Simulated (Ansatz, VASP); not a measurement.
Two plane-wave programs on NaH

```xyz
2
Lattice="0.0000 2.3958 2.3958 2.3958 0.0000 2.3958 2.3958 2.3958 0.0000" Properties=species:S:1:pos:R:3 pbc="T T T"
Na    0.0000    0.0000    0.0000
H     2.3958    2.3958    2.3958
```

Alike in both runs: task single point; functional PBEsol; k mesh 6 × 6 × 6; occupations gaussian, width 0.02 eV; no spin polarisation.

|  | VASP | Ansatz |
| --- | --- | --- |
| version | VASP 6.6.1 | Ansatz 0.2.0 |
| potentials or method | VASP PAW PBE potentials, release 64 (Na_pv, H), cutoff 500 eV | scalar-relativistic, plane waves, PAW |
| valence electrons in the cell | 8 | 10 |

```csv
,VASP,Ansatz,Ansatz less VASP
gap on the k mesh at the Fermi level (eV),3.65,3.66,+0.003
least direct gap on the mesh (eV),4.51,4.52,+0.004
pressure (GPa),-0.1,0.0,+0.06
```

VASP's potentials were made for PBE, not for PBEsol, and Ansatz warns of the same on its side. VASP's potentials hold 8 valence electrons a cell and Ansatz's 10, so a difference there can come from the potentials and not from the codes.
